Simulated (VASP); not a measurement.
# ZnCu (R3m) in VASP: notebook

The runs below take ZnCu through single point, with PBE.

Program: VASP 6.6.1. These are calculated values, not measurements. Logs are shortened: lines on timing, memory, paths and dates and some standing lists are left out, and cuts for length are marked.

## 1. The cell of the first run

It takes space group R3m (No. 160, trigonal). Conventional cell: a = 4.165 Å, b = 4.165 Å, c = 5.101 Å, α = 90.00°, β = 90.00°, γ = 120.00°. Zn (site symmetry 3m) has 8 Cu at 2.30 to 2.81 Å and 6 Zn at 2.94 to 2.95 Å within 3.0 Å. Cu (site symmetry 3m) has 8 Zn at 2.30 to 2.81 Å and 6 Cu at 2.94 Å within 3.0 Å.

## 2. Single point, PBE (shortest bond scaled by 1.1)

Contents of INCAR:

```
ALGO = Normal
EDIFF = 1E-6
ENCUT = 520
GGA = PE
ISIF = 2
ISMEAR = -1
LASPH = T
LCHARG = F
LREAL = F
LWAVE = F
NBANDS = 18
NELM = 60
PREC = Accurate
SIGMA = 0.05
```

Contents of KPOINTS:

```
k-points
0
Gamma
  10 10 10
```

Contents of POSCAR:

```
ZnCu
1.0
    2.9450000000      0.0000000000      0.0000000000
    0.0000000000      2.9450000000      0.0000000000
    0.0000000000      0.0000000000      2.9450000000
Zn Cu
1 1
Direct
    0.5250000000      0.5250000000      0.5250000000
   -0.0250000000     -0.0250000000     -0.0250000000
```

Potentials or basis: VASP PAW PBE potentials, release 64 (Zn, Cu).

Started as:

```
$ cat potpaw_PBE.64/Zn/POTCAR potpaw_PBE.64/Cu/POTCAR > POTCAR
$ mpirun -np 1 vasp_std > vasp.out
```

OUTCAR:

```text
EDIFF = 1E-6
   ENCUT = 520
   GGA = PE
   ISIF = 2
   ISMEAR = -1
   LASPH = T
   LREAL = F
   NELM = 60
   PREC = Accurate

 ion  position               nearest neighbor table
   1  0.525  0.525  0.525-   2 2.30   2 2.48   2 2.48   2 2.48   2 2.65   2 2.65   2 2.65   2 2.81

   2  0.975  0.975  0.975-   1 2.30   1 2.48   1 2.48   1 2.48   1 2.65   1 2.65   1 2.65   1 2.81

  LATTYP: Found a simple cubic cell.
 ALAT       =     2.9450000000

  Lattice vectors:

 A1 = (   2.9450000000,   0.0000000000,   0.0000000000)
 A2 = (   0.0000000000,   2.9450000000,   0.0000000000)
 A3 = (   0.0000000000,   0.0000000000,   2.9450000000)

Analysis of symmetry for initial positions (statically):
=====================================================================
 Subroutine PRICEL returns:
 Original cell was already a primitive cell.

 Routine SETGRP: Setting up the symmetry group for a
 simple cubic supercell.

 Subroutine GETGRP returns: Found  6 space group operations
 (whereof  6 operations were pure point group operations)
 out of a pool of 48 trial point group operations.

The static configuration has the point symmetry C_3v.

Analysis of symmetry for dynamics (positions and initial velocities):
=====================================================================
 Subroutine PRICEL returns:
 Original cell was already a primitive cell.

 Routine SETGRP: Setting up the symmetry group for a
 simple cubic supercell.

 Subroutine GETGRP returns: Found  6 space group operations
 (whereof  6 operations were pure point group operations)
 out of a pool of 48 trial point group operations.

The dynamic configuration has the point symmetry C_3v.

 Subroutine INISYM returns: Found  6 space group operations
 (whereof  6 operations are pure point group operations),
 and found     1 'primitive' translations

----------------------------------------------------------------------------------------

                                     Primitive cell

  volume of cell :      25.5421

  direct lattice vectors                    reciprocal lattice vectors
     2.945000000  0.000000000  0.000000000     0.339558574  0.000000000  0.000000000
     0.000000000  2.945000000  0.000000000     0.000000000  0.339558574  0.000000000
     0.000000000  0.000000000  2.945000000     0.000000000  0.000000000  0.339558574

  length of vectors
     2.945000000  2.945000000  2.945000000     0.339558574  0.339558574  0.339558574

  position of ions in fractional coordinates (direct lattice)
     0.525000000  0.525000000  0.525000000
     0.975000000  0.975000000  0.975000000

  ion indices of the primitive-cell ions
   primitive index   ion index
                 1           1
                 2           2

----------------------------------------------------------------------------------------

 KPOINTS: k-points

Automatic generation of k-mesh.
 Grid dimensions read from file:
 generate k-points for:   10   10   10

 Generating k-lattice:

  Cartesian coordinates                     Fractional coordinates (reciprocal lattice)
     0.033955857  0.000000000  0.000000000     0.100000000  0.000000000  0.000000000
     0.000000000  0.033955857  0.000000000     0.000000000  0.100000000  0.000000000
     0.000000000  0.000000000  0.033955857     0.000000000  0.000000000  0.100000000

  Length of vectors
     0.033955857  0.033955857  0.033955857

  Shift w.r.t. Gamma in fractional coordinates (k-lattice)
     0.000000000  0.000000000  0.000000000

 Subroutine IBZKPT returns following result:
 ===========================================

 Found    116 irreducible k-points:

 Following reciprocal coordinates:
            Coordinates               Weight
  0.000000  0.000000  0.000000      1.000000
  0.100000  0.000000  0.000000      6.000000
  0.200000  0.000000  0.000000      6.000000
  0.300000  0.000000  0.000000      6.000000
  0.400000  0.000000  0.000000      6.000000
  0.500000  0.000000  0.000000      3.000000
[... 16 lines left out ...]
  0.300000  0.300000  0.000000      6.000000
 -0.300000  0.300000  0.000000      6.000000
 [... further k-points ...]
   k-points           NKPTS =    116   k-points in BZ     NKDIM =    116   number of bands    NBANDS=     18
   number of dos      NEDOS =    301   number of ions     NIONS =      2
   total plane-waves  NPLWV =  13824
   dimension x,y,z NGX =    24 NGY =   24 NGZ =   24
   dimension x,y,z NGXF=    48 NGYF=   48 NGZF=   48
   ions per type =               1   1
   NGX,Y,Z   is equivalent  to a cutoff of  13.55, 13.55, 13.55 a.u.
   NGXF,Y,Z  is equivalent  to a cutoff of  27.10, 27.10, 27.10 a.u.
 SYSTEM =  unknown system
   PREC   = accura    normal or accurate (medium, high low for compatibility)
   ISTART =      0    job   : 0-new  1-cont  2-samecut
   ICHARG =      2    charge: 1-file 2-atom 10-const
   ISPIN  =      1    spin polarized calculation?
   LNONCOLLINEAR =      F non collinear calculations
   LSORBIT =      F    spin-orbit coupling
   LASPH  =      T    aspherical Exc in radial PAW
   ENCUT  =  520.0 eV  38.22 Ry    6.18 a.u.   5.48  5.48  5.48*2*pi/ulx,y,z
   NELM   =     60;   NELMIN=  2; NELMDL= -5     # of ELM steps
   EDIFF  = 0.1E-05   stopping-criterion for ELM
   LREAL  =      F    real-space projection
   EDIFFG = 0.1E-04   stopping-criterion for IOM
   NSW    =      0    number of steps for IOM
   IBRION =     -1    ionic relax: 0-MD 1-quasi-New 2-CG
   NFREE  =      0    steps in history (QN), initial steepest desc. (CG)
   ISIF   =      2    stress and relaxation
   ISYM   =      2    0-nonsym 1-usesym 2-fastsym
   POTIM  = 0.5000    time-step for ionic-motion
   TEBEG  =    0.0;   TEEND  =   0.0 temperature during run
   PSTRESS=    0.0 pullay stress
   NELECT =      23.0000    total number of electrons
   NUPDOWN=      -1.0000    fix difference up-down
   EMIN   =  10.00;   EMAX   =-10.00  energy-range for DOS
   EFERMI =   0.00;   METHOD = LEGACY
   ISMEAR =    -1;   SIGMA  =   0.05  broadening in eV -4-tet -1-fermi 0-gaus
   EFERMI_NEDOS =   21; number of points for ismear=-14 and -15
   IALGO  =     38    algorithm
   IMIX   =      4    mixing-type and parameters
     AMIX     =   0.40;   BMIX     =  1.00
     AMIX_MAG =   1.60;   BMIX_MAG =  1.00
  volume/ion in A,a.u.               =      12.77        86.18
  Fermi-wavevector in a.u.,A,eV,Ry     =   1.580880  2.987429 34.003415  2.499180
  Thomas-Fermi vector in A             =   2.681040
   LORBIT       =      0    0 simple, 1 ext, 2 COOP (PROOUT), +10 PAW based schemes
   GGA     = PE    functional components
   LHFCALC =     F    Hartree Fock is set to
   AEXX    =    0.0000 exact exchange contribution
   IVDW    =     0    specifies the selected vdW correction
   LEPSILON=     F    determine dielectric tensor
   LRPA    =     F    only Hartree local field effects (RPA)
 non-spin polarized calculation
  energy-cutoff  :      520.00
  volume of cell :       25.54
 maximum number of plane-waves:       711
 NGX is ok and might be reduce to    24
   NGX = 11   NGY = 11   NGZ = 11

 number of electron      23.0000004 magnetization

 Free energy of the ion-electron system (eV)
  ---------------------------------------------------
  ext. energy  EPLUGINS =         0.00000000
  ---------------------------------------------------
  free energy    TOTEN  =        -4.83278839 eV

  energy without entropy =       -4.82631438  energy(sigma->0) =       -4.82955138

 E-fermi :   5.6113     XC(G=0): -12.3838

 val. band max:        5.5982498516   @ k =  -0.4000   0.5000   0.3000
 cond. band min:       5.6157976344   @ k =  -0.1000   0.3000   0.0000
 fundamental gap:      0.0175477828
 Fermi energy:         5.6112877234

 k-point     1 :       0.0000    0.0000    0.0000
  band No.  band energies     occupation
      1      -4.7992      2.00000
      2      -2.3412      2.00000
      3      -2.3412      2.00000
      4      -1.6968      2.00000
      5      -1.6161      2.00000
      6      -1.6161      2.00000
[... 10 lines left out ...]
     17      17.5517      0.00000
     18      29.0050      0.00000

 k-point     2 :       0.1000    0.0000    0.0000
  band No.  band energies     occupation
      1      -4.6190      2.00000
      2      -2.3236      2.00000
      3      -2.3019      2.00000
      4      -1.7060      2.00000
      5      -1.6345      2.00000
      6      -1.6169      2.00000
[... 10 lines left out ...]
     17      18.9783      0.00000
     18      27.2873      0.00000

 k-point     3 :       0.2000    0.0000    0.0000
  band No.  band energies     occupation
      1      -4.0919      2.00000
      2      -2.2767      2.00000
      3      -2.1887      2.00000
      4      -1.7369      2.00000
      5      -1.6829      2.00000
      6      -1.6117      2.00000
[... 10 lines left out ...]
     17      22.3527      0.00000
     18      24.8433      0.00000

 k-point     4 :       0.3000    0.0000    0.0000
  band No.  band energies     occupation
      1      -3.2899      2.00000
      2      -2.2167      2.00000
      3      -1.9878      2.00000
      4      -1.7770      2.00000
      5      -1.7436      2.00000
      6      -1.5988      2.00000
[... 375 lines left out ...]
      4      -1.8554      2.00000
      5      -1.6942      2.00000
      6       0.2411      2.00000
[... 10 lines left out ...]
     17      19.9878      0.00000
     18      20.8266      0.00000

 k-point    23 :       0.3000    0.3000    0.0000
  band No.  band energies     occupation
      1      -2.4847      2.00000
      2      -2.1784      2.00000
      3      -1.8152      2.00000
      4      -1.7843      2.00000
      5      -1.7451      2.00000
      6      -1.1377      2.00000
[... 10 lines left out ...]
     17      22.7033      0.00000
     18      22.7826      0.00000

 k-point    24 :      -0.3000    0.3000    0.0000
  band No.  band energies     occupation
      1      -2.5013      2.00000
      2      -2.1924      2.00000
      3      -1.8496      2.00000
      4      -1.7704      2.00000
      5      -1.7386      2.00000
      6      -1.1070      2.00000
[... 10 lines left out ...]
     17      22.5924      0.00000
     18      23.0213      0.00000

 [... further k-points ...]

------------------------ aborting loop because EDIFF is reached ----------------------------------------

  FORCE on cell =-STRESS in cart. coord.  units (eV):
  Direction    XX          YY          ZZ          XY          YZ          ZX
  --------------------------------------------------------------------------------------
  -------------------------------------------------------------------------------------
  Total        1.0535246      1.0535246      1.0535246      0.4487235      0.4487235      0.4487235
  in kB       66.0844606     66.0844606     66.0844606     28.1470867     28.1470867     28.1470867
  external PRESSURE =      66.0844606 kB  Pullay stress =       0.0000000 kB

 VOLUME and BASIS-vectors are now :
 -----------------------------------------------------------------------------
  energy-cutoff  :      520.00
  volume of cell :       25.54
      direct lattice vectors                 reciprocal lattice vectors
     2.945000000  0.000000000  0.000000000     0.339558574  0.000000000  0.000000000
     0.000000000  2.945000000  0.000000000     0.000000000  0.339558574  0.000000000
     0.000000000  0.000000000  2.945000000     0.000000000  0.000000000  0.339558574

 POSITION                                       TOTAL-FORCE (eV/Angst)
 -----------------------------------------------------------------------------------
      1.54612      1.54612      1.54612        -0.842365     -0.842365     -0.842365
      2.87138      2.87138      2.87138         0.842365      0.842365      0.842365
 -----------------------------------------------------------------------------------
    total drift:                                0.000290      0.000290      0.000300

  FREE ENERGIE OF THE ION-ELECTRON SYSTEM (eV)
  ---------------------------------------------------
  free  energy   TOTEN  =        -4.8327883857 eV

  energy  without entropy=       -4.8263143805  energy(sigma->0) =       -4.82955138
```

Wall time 44 s (1 thread of Intel Xeon 8259CL, shared host); peak memory 0.18 GiB.

What came out:

- Free energy: -4.8328 eV
- Pressure: 6.6 GPa
- Largest force: 1.459 eV/Å
- Band gap on the k mesh: zero (an odd number of electrons rules out a gap without spin polarisation)

Forces in eV/Å, atoms in the order of the input:
```
Zn  -0.842 -0.842 -0.842
Cu   0.842  0.842  0.842
```

Stress tensor (GPa, compression positive):
```
6.61 2.81 2.81
2.81 6.61 2.81
2.81 2.81 6.61
```

Levels at points of the mesh, in eV from the Fermi level:
| k point | band 7 | band 8 | band 9 | band 10 | band 11 | band 12 | band 13 | band 14 | band 15 | band 16 |
| --- | --- | --- | --- | --- | --- | --- | --- | --- | --- | --- |
| (0.00, 0.00, 0.00) | -3.71 | -3.71 | -2.85 | -2.85 | -2.83 | 6.26 | 6.30 | 6.30 | 11.08 | 11.08 |
| (0.50, 0.00, 0.00) | -5.22 | -3.76 | -3.36 | -3.33 | -2.88 | -2.10 | 11.21 | 11.26 | 12.33 | 12.40 |
| (0.50, 0.50, 0.00) | -3.55 | -3.02 | -3.01 | -2.61 | -1.94 | -1.88 | 1.66 | 2.03 | 13.96 | 15.53 |
| (0.50, 0.50, 0.50) | -4.38 | -4.38 | -2.59 | -2.59 | 3.21 | 3.82 | 3.82 | 3.91 | 4.91 | 4.91 |

Caveat: the cell differs from its parent crystal (shortest bond scaled by 1.1); the cell stands under pressure; forces of over 1 eV/Å act on the atoms, so gaps and moduli don't describe the material at rest.

## 3. Single point, PBE (shortest bond scaled by 0.94)

Contents of INCAR:

```
PREC = Accurate
ENCUT = 520
EDIFF = 1E-7
ISMEAR = -1
SIGMA = 0.05
LREAL = False
LASPH = True
NELM = 100
ALGO = Normal
ISIF = 2
LWAVE = False
LCHARG = True
GGA = PE
LELF = True
LVHAR = True
NBANDS = 18
```

Contents of KPOINTS:

```
regular mesh
0
Gamma
  10 10 10
```

Contents of POSCAR:

```
ZnCu
1.0
    2.9450000000      0.0000000000      0.0000000000
    0.0000000000      2.9450000000      0.0000000000
    0.0000000000      0.0000000000      2.9450000000
Zn Cu
1 1
Direct
    0.4850000000      0.4850000000      0.4850000000
    0.0150000000      0.0150000000      0.0150000000
```

Potentials or basis: VASP PAW PBE potentials, release 64 (Zn, Cu).

Started as:

```
$ cat potpaw_PBE.64/Zn/POTCAR potpaw_PBE.64/Cu/POTCAR > POTCAR
$ mpirun -np 1 vasp_std > vasp.out
```

It took 66 s on 1 thread of Intel Xeon 8259CL, shared host; peak memory 0.18 GiB.

Results (log left out):

- Free energy: -4.9459 eV
- Pressure: 4.2 GPa
- Largest force: 0.790 eV/Å
- Band gap on the k mesh: zero (an odd number of electrons rules out a gap without spin polarisation)

Forces on the atoms (eV/Å):
```
Zn   0.456  0.456  0.456
Cu  -0.456 -0.456 -0.456
```

Stress tensor (GPa, compression positive):
```
4.25 0.96 0.96
0.96 4.25 0.96
0.96 0.96 4.25
```

Levels at points of the mesh, in eV from the Fermi level:
| k point | band 7 | band 8 | band 9 | band 10 | band 11 | band 12 | band 13 | band 14 | band 15 | band 16 |
| --- | --- | --- | --- | --- | --- | --- | --- | --- | --- | --- |
| (0.00, 0.00, 0.00) | -3.69 | -3.69 | -2.85 | -2.85 | -2.84 | 6.17 | 6.19 | 6.19 | 11.13 | 11.13 |
| (0.50, 0.00, 0.00) | -5.25 | -3.78 | -3.38 | -3.37 | -2.90 | -2.11 | 11.43 | 11.45 | 12.29 | 12.33 |
| (0.50, 0.50, 0.00) | -3.51 | -3.00 | -3.00 | -2.61 | -1.97 | -1.95 | 1.66 | 2.01 | 13.88 | 15.46 |
| (0.50, 0.50, 0.50) | -4.39 | -4.39 | -2.59 | -2.59 | 3.57 | 3.89 | 4.00 | 4.00 | 4.67 | 4.67 |

Caveat: the cell differs from its parent crystal (shortest bond scaled by 0.94); the cell stands under pressure.
